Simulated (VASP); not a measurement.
# In3Se (Pm-3m) in VASP: further runs

The runs below take In3Se through relaxation of cell and atoms, single point, with PBEsol.

Everything below comes from runs of VASP 6.6.1. Logs are shortened: lines on timing, memory, paths and dates and some standing lists are left out, and cuts for length are marked.

### 1 The cell of the first run

Symmetry: Pm-3m, No. 221, cubic system. The conventional cell has a = 4.804 Å, b = 4.804 Å, c = 4.804 Å, α = 90.00°, β = 90.00°, γ = 90.00°. In (site symmetry 4/mmm) has 8 In at 3.40 Å and 4 Se at 3.40 Å within 4.5 Å. Within 4.5 Å of Se (site symmetry m-3m) lie 12 In at 3.40 Å.

### 2 Relaxation of cell and atoms, PBEsol, target pressure 30 GPa, at which the enthalpy is minimised

INCAR

```
SYSTEM = In3Se
  PREC = Accurate
  ENCUT = 600
  EDIFF = 1E-6
  ISMEAR = -1
  SIGMA = 0.05
  LREAL = .False.
  LASPH = .True.
  NELM = 100
  ALGO = Normal
  ISIF = 3
  LWAVE = .False.
  LCHARG = .False.
  GGA = PS
  IBRION = 2
  NSW = 60
  EDIFFG = -0.01
  PSTRESS = 300.0
```

KPOINTS

```
Automatic mesh
0
Gamma
  6 6 6
  0 0 0
```

POSCAR

```
In3Se
1.0
    4.8037580000      0.0000000000      0.0000000000
    0.0000000000      4.8037580000      0.0000000000
    0.0000000000      0.0000000000      4.8037580000
In Se
3 1
Direct
    0.5000000000      0.5000000000      0.0000000000
    0.5000000000      0.0000000000      0.5000000000
    0.0000000000      0.5000000000      0.5000000000
    0.0000000000      0.0000000000      0.0000000000
```

Potentials or basis: VASP PAW PBE potentials, release 64 (In_d, Se).

Started as:

```console
$ cat potpaw_PBE.64/In_d/POTCAR potpaw_PBE.64/Se/POTCAR > POTCAR
$ mpirun -np 1 vasp_std > vasp.out
```

OUTCAR:

```text
SYSTEM = In3Se
   PREC = Accurate
   ENCUT = 600
   EDIFF = 1E-6
   ISMEAR = -1
   LREAL = .False.
   LASPH = .True.
   NELM = 100
   ISIF = 3
   GGA = PS
   IBRION = 2
   NSW = 60
   EDIFFG = -0.01
   PSTRESS = 300.0

 ion  position               nearest neighbor table
   1  0.500  0.500  0.000-   2 3.40   3 3.40   4 3.40   2 3.40   3 3.40   2 3.40   4 3.40   2 3.40
                             3 3.40   4 3.40   3 3.40   4 3.40
   2  0.500  0.000  0.500-   1 3.40   3 3.40   4 3.40   1 3.40   4 3.40   1 3.40   3 3.40   1 3.40
                             3 3.40   4 3.40   4 3.40   3 3.40
   3  0.000  0.500  0.500-   1 3.40   2 3.40   4 3.40   1 3.40   4 3.40   2 3.40   4 3.40   4 3.40
                             1 3.40   2 3.40   1 3.40   2 3.40
   4  0.000  0.000  0.000-   1 3.40   2 3.40   3 3.40   2 3.40   3 3.40   1 3.40   3 3.40   3 3.40
                             1 3.40   2 3.40   2 3.40   1 3.40

  LATTYP: Found a simple cubic cell.
 ALAT       =     4.8037580000

  Lattice vectors:

 A1 = (   4.8037580000,   0.0000000000,   0.0000000000)
 A2 = (   0.0000000000,   4.8037580000,   0.0000000000)
 A3 = (   0.0000000000,   0.0000000000,   4.8037580000)

Analysis of symmetry for initial positions (statically):
=====================================================================
 Subroutine PRICEL returns:
 Original cell was already a primitive cell.

 Routine SETGRP: Setting up the symmetry group for a
 simple cubic supercell.

 Subroutine GETGRP returns: Found 48 space group operations
 (whereof 48 operations were pure point group operations)
 out of a pool of 48 trial point group operations.

The static configuration has the point symmetry O_h .

Analysis of symmetry for dynamics (positions and initial velocities):
=====================================================================
 Subroutine PRICEL returns:
 Original cell was already a primitive cell.

 Routine SETGRP: Setting up the symmetry group for a
 simple cubic supercell.

 Subroutine GETGRP returns: Found 48 space group operations
 (whereof 48 operations were pure point group operations)
 out of a pool of 48 trial point group operations.

The dynamic configuration has the point symmetry O_h .

 Subroutine INISYM returns: Found 48 space group operations
 (whereof 48 operations are pure point group operations),
 and found     1 'primitive' translations

----------------------------------------------------------------------------------------

                                     Primitive cell

  volume of cell :     110.8520

  direct lattice vectors                    reciprocal lattice vectors
     4.803758000  0.000000000  0.000000000     0.208170353  0.000000000  0.000000000
     0.000000000  4.803758000  0.000000000     0.000000000  0.208170353  0.000000000
     0.000000000  0.000000000  4.803758000     0.000000000  0.000000000  0.208170353

  length of vectors
     4.803758000  4.803758000  4.803758000     0.208170353  0.208170353  0.208170353

  position of ions in fractional coordinates (direct lattice)
     0.500000000  0.500000000  0.000000000
     0.500000000  0.000000000  0.500000000
     0.000000000  0.500000000  0.500000000
     0.000000000  0.000000000  0.000000000

  ion indices of the primitive-cell ions
   primitive index   ion index
                 1           1
                 2           2
                 3           3
                 4           4

----------------------------------------------------------------------------------------

 KPOINTS: Automatic mesh

Automatic generation of k-mesh.
 Grid dimensions read from file:
 generate k-points for:    6    6    6

 Generating k-lattice:

  Cartesian coordinates                     Fractional coordinates (reciprocal lattice)
     0.034695059  0.000000000  0.000000000     0.166666667  0.000000000  0.000000000
     0.000000000  0.034695059  0.000000000     0.000000000  0.166666667  0.000000000
     0.000000000  0.000000000  0.034695059     0.000000000  0.000000000  0.166666667

  Length of vectors
     0.034695059  0.034695059  0.034695059

  Shift w.r.t. Gamma in fractional coordinates (k-lattice)
     0.000000000  0.000000000  0.000000000

 Subroutine IBZKPT returns following result:
 ===========================================

 Found     20 irreducible k-points:

 Following reciprocal coordinates:
            Coordinates               Weight
  0.000000  0.000000  0.000000      1.000000
  0.166667  0.000000  0.000000      6.000000
  0.333333  0.000000  0.000000      6.000000
  0.500000  0.000000  0.000000      3.000000
  0.166667  0.166667  0.000000     12.000000
  0.333333  0.166667  0.000000     24.000000
[... 12 lines left out ...]
  0.500000  0.500000  0.333333      6.000000
  0.500000  0.500000  0.500000      1.000000
   k-points           NKPTS =     20   k-points in BZ     NKDIM =     20   number of bands    NBANDS=     27
   number of dos      NEDOS =    301   number of ions     NIONS =      4
   total plane-waves  NPLWV =  64000
   dimension x,y,z NGX =    40 NGY =   40 NGZ =   40
   dimension x,y,z NGXF=    80 NGYF=   80 NGZF=   80
   ions per type =               3   1
   NGX,Y,Z   is equivalent  to a cutoff of  13.84, 13.84, 13.84 a.u.
   NGXF,Y,Z  is equivalent  to a cutoff of  27.69, 27.69, 27.69 a.u.
 SYSTEM =  In3Se
   PREC   = accura    normal or accurate (medium, high low for compatibility)
   ISTART =      0    job   : 0-new  1-cont  2-samecut
   ICHARG =      2    charge: 1-file 2-atom 10-const
   ISPIN  =      1    spin polarized calculation?
   LNONCOLLINEAR =      F non collinear calculations
   LSORBIT =      F    spin-orbit coupling
   LASPH  =      T    aspherical Exc in radial PAW
   ENCUT  =  600.0 eV  44.10 Ry    6.64 a.u.   9.59  9.59  9.59*2*pi/ulx,y,z
   NELM   =    100;   NELMIN=  2; NELMDL= -5     # of ELM steps
   EDIFF  = 0.1E-05   stopping-criterion for ELM
   LREAL  =      F    real-space projection
   EDIFFG = -.1E-01   stopping-criterion for IOM
   NSW    =     60    number of steps for IOM
   IBRION =      2    ionic relax: 0-MD 1-quasi-New 2-CG
   NFREE  =      1    steps in history (QN), initial steepest desc. (CG)
   ISIF   =      3    stress and relaxation
   ISYM   =      2    0-nonsym 1-usesym 2-fastsym
   POTIM  = 0.5000    time-step for ionic-motion
   TEBEG  =    0.0;   TEEND  =   0.0 temperature during run
   PSTRESS=  300.0 pullay stress
   NELECT =      45.0000    total number of electrons
   NUPDOWN=      -1.0000    fix difference up-down
   EMIN   =  10.00;   EMAX   =-10.00  energy-range for DOS
   EFERMI =   0.00;   METHOD = LEGACY
   ISMEAR =    -1;   SIGMA  =   0.05  broadening in eV -4-tet -1-fermi 0-gaus
   EFERMI_NEDOS =   21; number of points for ismear=-14 and -15
   IALGO  =     38    algorithm
   IMIX   =      4    mixing-type and parameters
     AMIX     =   0.40;   BMIX     =  1.00
     AMIX_MAG =   1.60;   BMIX_MAG =  1.00
  volume/ion in A,a.u.               =      27.71       187.02
  Fermi-wavevector in a.u.,A,eV,Ry     =   1.212173  2.290675 19.991897  1.469363
  Thomas-Fermi vector in A             =   2.347665
   LORBIT       =      0    0 simple, 1 ext, 2 COOP (PROOUT), +10 PAW based schemes
   GGA     = PS    functional components
   LHFCALC =     F    Hartree Fock is set to
   AEXX    =    0.0000 exact exchange contribution
   IVDW    =     0    specifies the selected vdW correction
   LEPSILON=     F    determine dielectric tensor
   LRPA    =     F    only Hartree local field effects (RPA)
 conjugate gradient relaxation of ions
 non-spin polarized calculation
  energy-cutoff  :      600.00
  volume of cell :      110.85
 maximum number of plane-waves:      3755
 NGX is ok and might be reduce to    40
   NGX = 19   NGY = 19   NGZ = 19

--------------------------------------- Ionic step        1  -------------------------------------------

 number of electron      44.9999999 magnetization

 Free energy of the ion-electron system (eV)
  ---------------------------------------------------
  ext. energy  EPLUGINS =         0.00000000
  ---------------------------------------------------
  free energy    TOTEN  =       -13.15974225 eV

  energy without entropy =      -13.14727168  energy(sigma->0) =      -13.15350697

 E-fermi :   5.8624     XC(G=0):  -9.8996

 val. band max:        5.6858472289   @ k =   0.5000   0.0000   0.0000
 cond. band min:       5.9081364401   @ k =   0.5000   0.1667   0.0000
 fundamental gap:      0.2222892112
 Fermi energy:         5.8624467651

 k-point     1 :       0.0000    0.0000    0.0000
  band No.  band energies     occupation
      1      -8.8958      2.00000
      2      -8.8901      2.00000
      3      -8.8901      2.00000
      4      -8.8901      2.00000
      5      -8.7705      2.00000
      6      -8.7705      2.00000
[... 700 lines left out ...]
  FREE ENERGIE OF THE ION-ELECTRON SYSTEM (eV)
  ---------------------------------------------------
  free  energy   TOTEN  =       -11.9951346532 eV

  energy  without entropy=      -11.9786576286  energy(sigma->0) =      -11.98689614

  enthalpy is  TOTEN    =         2.6807431727 eV   P V=       14.6758778258

[... ionic steps 4 to 14 ...]

--------------------------------------- Ionic step       15  -------------------------------------------

 number of electron      45.0000001 magnetization

------------------------ aborting loop because EDIFF is reached ----------------------------------------

  FORCE on cell =-STRESS in cart. coord.  units (eV):
  Direction    XX          YY          ZZ          XY          YZ          ZX
  --------------------------------------------------------------------------------------
  -------------------------------------------------------------------------------------
  Total       13.7827998     13.7827998     13.7827998      0.0000000     -0.0000000      0.0000000
  in kB      296.7638259    296.7638259    296.7638259      0.0000000     -0.0000000      0.0000000
  external PRESSURE =      -3.2361741 kB  Pullay stress =     300.0000000 kB
[... 65 lines left out ...]
  enthalpy is  TOTEN    =         2.5721211004 eV   P V=       13.8841098782

--------------------------------------- Ionic step       17  -------------------------------------------

 number of electron      45.0000000 magnetization

 Free energy of the ion-electron system (eV)
  ---------------------------------------------------
  ext. energy  EPLUGINS =         0.00000000
  ---------------------------------------------------
  free energy    TOTEN  =       -11.33369428 eV

  energy without entropy =      -11.31446720  energy(sigma->0) =      -11.32408074

 E-fermi :  10.9215     XC(G=0): -11.8677

 val. band max:       10.8748726384   @ k =   0.5000   0.5000   0.0000
 cond. band min:      10.9274470378   @ k =   0.1667   0.1667   0.0000
 fundamental gap:      0.0525743994
 Fermi energy:        10.9215186094

 k-point     1 :       0.0000    0.0000    0.0000
  band No.  band energies     occupation
      1      -5.0901      2.00000
      2      -4.6681      2.00000
      3      -4.6681      2.00000
      4      -4.6681      2.00000
      5      -4.3936      2.00000
      6      -4.3936      2.00000
[... 620 lines left out ...]
  FREE ENERGIE OF THE ION-ELECTRON SYSTEM (eV)
  ---------------------------------------------------
  free  energy   TOTEN  =       -11.3336942780 eV

  energy  without entropy=      -11.3144672038  energy(sigma->0) =      -11.32408074

  enthalpy is  TOTEN    =         2.5720447402 eV   P V=       13.9057390182

 reached required accuracy - stopping structural energy minimisation
```

Wall time 6.8 min (1 thread of Intel Xeon Platinum 8488C (Sapphire Rapids), shared host); peak memory 0.29 GiB.

What came out:

```
Free energy                                                : -11.3337 eV
Relaxed volume                                             : 18.57 Å³/atom
Relaxed cell                                               : a = 4.203 Å, b = 4.203 Å, c = 4.203 Å, α = 90.00°, β = 90.00°, γ = 90.00°
Space group after relaxing (to 0.1 Å)                      : Pm-3m (No. 221)
Energy change on relaxing (the run minimises the enthalpy) : +456.5 meV/atom
Ionic steps                                                : 17
Pressure after relaxing                                    : 30.0 GPa
Band gap on the k mesh                                     : zero (an odd number of electrons rules out a gap without spin polarisation)
```

Step by step:
```csv
step,energy change (eV),largest force (eV/Å),pressure (GPa),volume (Å³)
1,0.0000,0.0000,-2.93,110.85
2,25.9810,0.0000,331.20,42.28
3,1.1646,0.0000,21.90,78.38
4,1.4697,0.0000,25.64,76.32
5,1.8481,0.0000,30.23,74.15
6,1.7302,0.0000,28.87,74.79
7,1.7354,0.0000,28.90,74.76
8,1.7513,0.0000,29.11,74.67
9,1.7515,0.0000,29.08,74.67
10,1.7523,0.0000,29.11,74.67
11,1.7538,0.0000,29.13,74.66
12,1.7568,0.0000,29.16,74.64
13,1.7627,0.0000,29.23,74.61
14,1.7747,0.0000,29.37,74.54
15,1.7989,0.0000,29.68,74.41
16,1.8478,0.0000,30.26,74.15
17,1.8261,0.0000,30.01,74.26
```

Final structure:
```
In Se
1.0
     4.20334    0.00000    0.00000
     0.00000    4.20334    0.00000
     0.00000    0.00000    4.20334
In Se
3 1
Cartesian
  2.1017 2.1017 0.0000
  2.1017 0.0000 2.1017
  0.0000 2.1017 2.1017
  0.0000 0.0000 0.0000
```

Levels at points of the mesh, in eV from the Fermi level:
```tsv
k point	band 20	band 21	band 22	band 23	band 24	band 25	band 26	band 27
(0.00, 0.00, 0.00)	-5.34	-1.76	-1.76	1.29	1.29	1.29	5.05	5.05
(0.50, 0.00, 0.00)	-3.87	-1.42	-0.91	-0.91	-0.33	0.55	5.06	5.06
(0.50, 0.50, 0.00)	-2.96	-1.56	-0.05	-0.05	1.47	1.47	2.27	2.30
(0.50, 0.50, 0.50)	-5.13	-4.80	-4.80	-4.80	4.47	4.47	4.47	11.00
```

Caveat: the cell is relaxed towards a set pressure, so the run minimises the enthalpy, not the energy; the volume moved by over 15 % at a fixed basis, so the end points are rough; the PAW data sets were made with another functional, which shifts forces and pressure a little; spin-orbit coupling is left out, which moves the levels of the heavy elements.

### 3 Single point, PBEsol

This run uses another cell than the first one, of 18.55 Å³/atom.

INCAR

```
ALGO = Normal
EDIFF = 1E-6
ENCUT = 520
GGA = PS
ISIF = 2
ISMEAR = -1
LASPH = T
LCHARG = T
LELF = T
LREAL = F
LVHAR = T
LWAVE = F
NBANDS = 30
NELM = 60
PREC = Accurate
SIGMA = 0.05
```

KPOINTS

```
k-points
0
Gamma
  6 6 6
```

POSCAR

```
In3Se
1.0
    4.2019985409      0.0000000000      0.0000000000
    0.0000000000      4.2019985409      0.0000000000
    0.0000000000      0.0000000000      4.2019985409
In Se
3 1
Direct
    0.5000000000      0.5000000000      0.0000000000
    0.5000000000      0.0000000000      0.5000000000
    0.0000000000      0.5000000000      0.5000000000
    0.0000000000      0.0000000000      0.0000000000
```

Potentials or basis: VASP PAW PBE potentials, release 64 (In_d, Se).

Started as:

```console
$ cat potpaw_PBE.64/In_d/POTCAR potpaw_PBE.64/Se/POTCAR > POTCAR
$ mpirun -np 1 vasp_std > vasp.out
```

Run time: 14 s. Hardware: 1 thread of Intel Xeon 6975P-C (Granite Rapids), shared host; peak memory 0.19 GiB.

Results (log left out):

```
Free energy            : -11.3167 eV
Pressure               : 30.1 GPa
Band gap on the k mesh : zero (an odd number of electrons rules out a gap without spin polarisation)
```

Levels at points of the mesh, in eV from the Fermi level:
```csv
k point,band 20,band 21,band 22,band 23,band 24,band 25,band 26,band 27
"(0.00, 0.00, 0.00)",-5.35,-1.76,-1.76,1.29,1.29,1.29,5.05,5.05
"(0.50, 0.00, 0.00)",-3.88,-1.42,-0.91,-0.91,-0.32,0.55,5.07,5.07
"(0.50, 0.50, 0.00)",-2.97,-1.56,-0.04,-0.04,1.47,1.47,2.27,2.30
"(0.50, 0.50, 0.50)",-5.14,-4.80,-4.80,-4.80,4.47,4.47,4.47,11.01
```

Caveat: the cell stands under pressure; the PAW data sets were made with another functional, which shifts forces and pressure a little; spin-orbit coupling is left out, which moves the levels of the heavy elements.

### 4 Single point, PBEsol

This run uses another cell than the first one, of 19.86 Å³/atom.

INCAR

```
ALGO = Normal
EDIFF = 1E-7
ENCUT = 520
GGA = PS
ISIF = 2
ISMEAR = -1
LASPH = True
LCHARG = False
LREAL = False
LWAVE = False
NBANDS = 30
NELM = 100
PREC = Accurate
SIGMA = 0.05
```

KPOINTS is that of step 3.

POSCAR

```
In3Se
1.0
    4.2985333547      0.0000000000      0.0000000000
    0.0000000000      4.2985333547      0.0000000000
    0.0000000000      0.0000000000      4.2985333547
In Se
3 1
Direct
    0.5000000000      0.5000000000      0.0000000000
    0.5000000000      0.0000000000      0.5000000000
    0.0000000000      0.5000000000      0.5000000000
    0.0000000000      0.0000000000      0.0000000000
```

Started as:

```console
$ cat potpaw_PBE.64/In_d/POTCAR potpaw_PBE.64/Se/POTCAR > POTCAR
$ mpirun -np 1 vasp_std > vasp.out
```

Wall time 14 s (1 thread of Intel Xeon 6975P-C (Granite Rapids), shared host); peak memory 0.19 GiB.

It converged, with:

```
Free energy            : -12.1294 eV
Pressure               : 20.1 GPa
Band gap on the k mesh : zero (an odd number of electrons rules out a gap without spin polarisation)
```

Levels at points of the mesh, in eV from the Fermi level:
```tsv
k point	band 21	band 22	band 23	band 24	band 25	band 26
(0.00, 0.00, 0.00)	-1.81	-1.81	1.28	1.28	1.28	4.91
(0.50, 0.00, 0.00)	-1.34	-0.74	-0.74	-0.56	0.73	4.82
(0.50, 0.50, 0.00)	-1.43	-0.17	-0.17	1.54	1.54	2.14
(0.50, 0.50, 0.50)	-4.70	-4.70	-4.70	4.19	4.19	4.19
```

Caveat: the cell stands under pressure; the PAW data sets were made with another functional, which shifts forces and pressure a little; spin-orbit coupling is left out, which moves the levels of the heavy elements.

### 5 Summary

```csv
task,cell,cutoff (eV),gap on the mesh (eV),pressure (GPa)
relaxation of cell and atoms,"relaxed to 30 GPa from a = 4.804 Å, 4 atoms",600,none,30.0
single point,"a = 4.202 Å, 4 atoms",520,none,30.1
single point,"a = 4.299 Å, 4 atoms",520,none,20.1
```

Alike in all rows: level PBEsol; potentials or basis VASP PAW PBE potentials, release 64 (In_d, Se); no spin polarisation; k mesh 6 × 6 × 6; smearing fermi-dirac 0.05 eV.

Caveats: the PAW data sets were made with another functional, which shifts forces and pressure a little; spin-orbit coupling is left out, which moves the levels of the heavy elements; the cell stands under pressure (at least some runs); the cell is relaxed towards a set pressure, so the run minimises the enthalpy, not the energy (at least some runs); the volume moved by over 15 % at a fixed basis, so the end points are rough (at least some runs).

Total energies depend on the potentials used, so only differences within one code and one set of settings carry meaning.
